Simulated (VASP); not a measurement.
# Sn (Fd-3m) in VASP: further runs, part 2 of 2

VASP 6.6.1. Earlier steps stand in the parts before.

### 4 Vibrations by perturbation theory, LDA

File INCAR:

```
SYSTEM = Sn
  ALGO = Normal
  EDIFF = 1E-8
  ENCUT = 520
  IBRION = 8
  ISIF = 2
  ISMEAR = -1
  LASPH = .TRUE.
  LCHARG = .FALSE.
  LREAL = .FALSE.
  LWAVE = .FALSE.
  NBANDS = 21
  NELM = 100
  NSW = 1
  PREC = Accurate
  SIGMA = 0.05
```

File KPOINTS:

```
k-points
0
G
  5 5 5
  0 0 0
```

File POSCAR:

```
Sn
1.0
    0.0000000000      3.2333428000      3.2333428000
    3.2333428000      0.0000000000      3.2333428000
    3.2333428000      3.2333428000      0.0000000000
Sn
2
Direct
    0.7500000000      0.7500000000      0.7500000000
    0.5000000000      0.5000000000      0.5000000000
```

Potentials or basis: VASP PAW LDA potentials, release 64 (Sn_d).

Run with:

```
cat potpaw_LDA.64/Sn_d/POTCAR > POTCAR
mpirun -np 1 vasp_std > vasp.out
```

OUTCAR:

```text
SYSTEM = Sn
   EDIFF = 1E-8
   ENCUT = 520
   IBRION = 8
   ISIF = 2
   ISMEAR = -1
   LASPH = .TRUE.
   LREAL = .FALSE.
   NELM = 100
   NSW = 1
   PREC = Accurate

 ion  position               nearest neighbor table
   1  0.750  0.750  0.750-   2 2.80   2 2.80   2 2.80   2 2.80
   2  0.500  0.500  0.500-   1 2.80   1 2.80   1 2.80   1 2.80

  LATTYP: Found a face centered cubic cell.
 ALAT       =     6.4666856000

  Lattice vectors:

 A1 = (   0.0000000000,   3.2333428000,   3.2333428000)
 A2 = (   3.2333428000,   0.0000000000,   3.2333428000)
 A3 = (   3.2333428000,   3.2333428000,   0.0000000000)

Analysis of symmetry for initial positions (statically):
=====================================================================
 Subroutine PRICEL returns:
 Original cell was already a primitive cell.

 Routine SETGRP: Setting up the symmetry group for a
 face centered cubic supercell.

 Subroutine GETGRP returns: Found 48 space group operations
 (whereof 24 operations were pure point group operations)
 out of a pool of 48 trial point group operations.

The static configuration has the point symmetry T_d .
 The point group associated with its full space group is O_h .

Analysis of symmetry for dynamics (positions and initial velocities):
=====================================================================
 Subroutine PRICEL returns:
 Original cell was already a primitive cell.

 Routine SETGRP: Setting up the symmetry group for a
 face centered cubic supercell.

 Subroutine GETGRP returns: Found 48 space group operations
 (whereof 24 operations were pure point group operations)
 out of a pool of 48 trial point group operations.

The dynamic configuration has the point symmetry T_d .
 The point group associated with its full space group is O_h .

 Subroutine INISYM returns: Found 48 space group operations
 (whereof 24 operations are pure point group operations),
 and found     1 'primitive' translations

----------------------------------------------------------------------------------------

                                     Primitive cell

  volume of cell :      67.6060

  direct lattice vectors                    reciprocal lattice vectors
     0.000000000  3.233342800  3.233342800    -0.154638723  0.154638723  0.154638723
     3.233342800  0.000000000  3.233342800     0.154638723 -0.154638723  0.154638723
     3.233342800  3.233342800  0.000000000     0.154638723  0.154638723 -0.154638723

  length of vectors
     4.572637240  4.572637240  4.572637240     0.267842124  0.267842124  0.267842124

  position of ions in fractional coordinates (direct lattice)
     0.750000000  0.750000000  0.750000000
     0.500000000  0.500000000  0.500000000
[... 103 lines left out ...]

 Free energy of the ion-electron system (eV)
  ---------------------------------------------------
  ext. energy  EPLUGINS =         0.00000000
  ---------------------------------------------------
  free energy    TOTEN  =        -8.86278063 eV

  energy without entropy =       -8.85887473  energy(sigma->0) =       -8.86082768

 E-fermi :   5.4149     XC(G=0):  -9.2335

 val. band max:        4.9985664055   @ k =   0.2000   0.0000   0.0000
 cond. band min:       5.4733261525   @ k =   0.4000   0.0000   0.0000
 fundamental gap:      0.4747597470
 Fermi energy:         5.4149022648

 k-point     1 :       0.0000    0.0000    0.0000
  band No.  band energies     occupation
      1     -16.1353      2.00000
      2     -16.1353      2.00000
      3     -16.1353      2.00000
      4     -16.0727      2.00000
      5     -16.0727      2.00000
      6     -15.7513      2.00000
[... 229 lines left out ...]
     20      13.9924      0.00000
     21      15.9266      0.00000

------------------------ aborting loop because EDIFF is reached ----------------------------------------

  FORCE on cell =-STRESS in cart. coord.  units (eV):
  Direction    XX          YY          ZZ          XY          YZ          ZX
  --------------------------------------------------------------------------------------
  -------------------------------------------------------------------------------------
  Total        0.1534442      0.1534442      0.1534442      0.0000000      0.0000000      0.0000000
  in kB        3.6364338      3.6364338      3.6364338      0.0000000      0.0000000      0.0000000
  external PRESSURE =       3.6364338 kB  Pullay stress =       0.0000000 kB

 VOLUME and BASIS-vectors are now :
 -----------------------------------------------------------------------------
  energy-cutoff  :      520.00
  volume of cell :       67.61
      direct lattice vectors                 reciprocal lattice vectors
     0.000000000  3.233342800  3.233342800    -0.154638723  0.154638723  0.154638723
     3.233342800  0.000000000  3.233342800     0.154638723 -0.154638723  0.154638723
     3.233342800  3.233342800  0.000000000     0.154638723  0.154638723 -0.154638723

 POSITION                                       TOTAL-FORCE (eV/Angst)
 -----------------------------------------------------------------------------------
      4.85001      4.85001      4.85001         0.000000     -0.000000      0.000000
      3.23334      3.23334      3.23334        -0.000000      0.000000     -0.000000
 -----------------------------------------------------------------------------------
    total drift:                                0.000000      0.000000      0.000000

  FREE ENERGIE OF THE ION-ELECTRON SYSTEM (eV)
  ---------------------------------------------------
  free  energy   TOTEN  =        -8.8627806252 eV

  energy  without entropy=       -8.8588747331  energy(sigma->0) =       -8.86082768

[... ionic steps 2 to 3 ...]

--------------------------------------- Ionic step        4  -------------------------------------------

 Free energy of the ion-electron system (eV)
  ---------------------------------------------------
  ---------------------------------------------------
  free energy    TOTEN  =        -0.22343913 eV

  energy without entropy =       -0.22343913

------------------------ aborting loop because EDIFF is reached ----------------------------------------

 INTERNAL STRAIN TENSOR  FOR ION    1  DIRECTION 1   (eV/Angst):
 -----------------------------------------------------------------------------
     0.02689 -0.00000  0.00000
     0.00000 -0.01196 -9.62567
     0.00000 -9.62567 -0.01196

 INTERNAL STRAIN TENSOR FOR ION    2 for displacements in x,y,z  (eV/Angst):
          X           Y           Z          XY          YZ          ZX
  --------------------------------------------------------------------------------
  x    -0.00000    -0.00000    -0.00000    -0.00000     9.62567     0.00000
  y    -0.00000    -0.00000    -0.00000     0.00000    -0.00000     9.62567
  z    -0.00000    -0.00000    -0.00000     9.62567     0.00000    -0.00000

 SECOND DERIVATIVES (NOT SYMMETRIZED)
 ------------------------------------
               1X          1Y          1Z          2X          2Y          2Z
  1X    -7.552902    0.000000    0.000000    7.552902    0.000000    0.000000
  1Y     0.000000   -7.552902    0.000000    0.000000    7.552902    0.000000
  1Z     0.000000    0.000000   -7.552902    0.000000    0.000000    7.552902
  2X     7.552902    0.000000    0.000000   -7.552902    0.000000    0.000000
  2Y     0.000000    7.552902    0.000000    0.000000   -7.552902    0.000000
  2Z     0.000000    0.000000    7.552902    0.000000    0.000000   -7.552902

 Eigenvectors and eigenvalues of the dynamical matrix
 ----------------------------------------------------

   1 f  =    5.576722 THz    35.039577 2PiTHz  186.019418 cm-1    23.063458 meV
             X         Y         Z           dx          dy          dz
      4.850014  4.850014  4.850014     0.000000   -0.707107    0.000000
      3.233343  3.233343  3.233343     0.000000    0.707107    0.000000
[... 21 lines left out ...]
   6 f  =    0.000000 THz     0.000000 2PiTHz    0.000000 cm-1     0.000000 meV
             X         Y         Z           dx          dy          dz
      4.850014  4.850014  4.850014     0.000000    0.000000    0.707107
      3.233343  3.233343  3.233343     0.000000    0.000000    0.707107

--------------------------------------------------------------------------------------------------------

 ELASTIC MODULI CONTR FROM IONIC RELAXATION (kBar)
 Direction    XX          YY          ZZ          XY          YZ          ZX
 --------------------------------------------------------------------------------
 XX          -0.0000     -0.0000     -0.0000      0.0000      0.0000      0.0000
 YY          -0.0000     -0.0000     -0.0000      0.0000      0.0000      0.0000
 ZZ          -0.0000     -0.0000     -0.0000      0.0000      0.0000      0.0000
 XY           0.0000      0.0000      0.0000   -290.7192      0.0000      0.0000
 YZ           0.0000      0.0000      0.0000      0.0000   -290.7192      0.0000
 ZX           0.0000      0.0000      0.0000      0.0000      0.0000   -290.7192
 --------------------------------------------------------------------------------
```

OSZICAR:

```text
N       E                     dE             d eps       ncg     rms          rms(c)
DAV:   1     0.224553030644E+03    0.22455E+03   -0.14661E+04   435   0.194E+03
DAV:   2     0.150623464208E+02   -0.20949E+03   -0.20514E+03   420   0.429E+02
DAV:   3    -0.823279867019E+01   -0.23295E+02   -0.23171E+02   490   0.139E+02
DAV:   4    -0.897254798840E+01   -0.73975E+00   -0.73952E+00   470   0.278E+01
[... 25 lines left out ...]
RMM:  10    -0.223439238138E+00   -0.31005E-06    0.41933E-07  2229   0.228E-04    0.317E-05
RMM:  11    -0.223439145951E+00    0.92187E-07    0.13850E-07  2204   0.136E-04    0.104E-05
RMM:  12    -0.223439168690E+00   -0.22738E-07   -0.18024E-07  2344   0.951E-05    0.603E-06
RMM:  13    -0.223439131171E+00    0.37519E-07    0.42564E-08  2298   0.792E-05    0.196E-06
RMM:  14    -0.223439132952E+00   -0.17806E-08   -0.18592E-08  2426   0.711E-05    0.688E-07
 Linear response finished
```

stdout:

```text
POSCAR found type information on POSCAR Sn
 POSCAR found :  1 types and       2 ions
 scaLAPACK will be used
 LDA part: xc-table for (Slater(with rela. corr.)+CA(PZ))
 , standard interpolation
 POSCAR, INCAR and KPOINTS ok, starting setup
 FFT: planning ... GRIDC
 FFT: planning ... GRID_SOFT
 FFT: planning ... GRID
 WAVECAR not read
 entering main loop
 Linear response reoptimize wavefunctions to high precision
 Linear response DOF=           1
 Linear response progress:
 first order change of Fermi-energy   0.67388E-04
 force on displaced ion       1 direction 1 :  -7.553   0.000   0.000
 Linear response finished
```

Wall time 34 s (1 thread of Intel Xeon 6975P-C (Granite Rapids), shared host); peak memory 0.24 GiB.

What came out:

| Quantity | Value |
| --- | --- |
| Highest phonon frequency at Γ | 186 cm⁻¹ |

Phonon frequencies in cm⁻¹ (negative: imaginary):
```
              q point        frequencies
(0.000, 0.000, 0.000)  0 0 0 186 186 186
```

Caveat: spin-orbit coupling is left out, which moves the levels of the heavy elements.
